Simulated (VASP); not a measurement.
# SiC: single point with PBE

Crystal: SiC.

```
Si C
1.0
     0.00000    1.95105    2.75878
     1.95105    0.00000    2.75878
     1.95105    1.95105    0.00000
Si C
1 1
Direct
  0.00000 0.00000 0.00000
  0.75000 0.75000 0.75000
```

This cell differs from its parent crystal: ratio of the length along z to the lengths across it x 1.414, volume and fractional coordinates fixed.

```yaml
Program: VASP 6.6.1
Task: single point
Functional: PBE
Potentials_or_basis: VASP PAW PBE potentials, release 64 (Si, C)
Cutoff: 520 eV
k_mesh: 12 × 12 × 12
Occupations: gaussian, width 0.05 eV
Spin: no spin polarisation
```

| Quantity | Value |
| --- | --- |
| Pressure | -2.6 GPa |
| Band gap on the k mesh | zero (band 4 reaches 9.94 eV, above the bottom of band 5 at 8.94 eV) |

Stress tensor (GPa, compression positive):
```
 40.15   0.00   0.00
  0.00  40.15   0.00
  0.00   0.00 -88.01
```

Levels at points of the mesh, in eV from the Fermi level:
| k point | band 1 | band 2 | band 3 | band 4 | band 5 | band 6 | band 7 | band 8 | band 9 |
| --- | --- | --- | --- | --- | --- | --- | --- | --- | --- |
| (0.00, 0.00, 0.00) | -16.83 | -3.90 | -0.02 | -0.02 | 1.52 | 5.71 | 6.04 | 6.04 | 9.21 |
| (0.50, 0.00, 0.00) | -13.00 | -9.87 | -4.71 | -0.55 | 0.12 | 7.76 | 8.49 | 8.94 | 13.11 |
| (0.50, 0.50, 0.00) | -13.30 | -11.97 | -1.77 | -1.77 | 2.50 | 6.78 | 8.72 | 12.25 | 12.25 |
| (0.50, 0.00, 0.50) | -10.69 | -7.61 | -5.69 | -4.88 | -0.66 | 1.04 | 6.37 | 10.29 | 11.94 |

Run time: 18 s on 1 thread of Intel(R) Xeon(R) 6975P-C (Granite Rapids), on a shared host, peak memory 0.16 GiB.
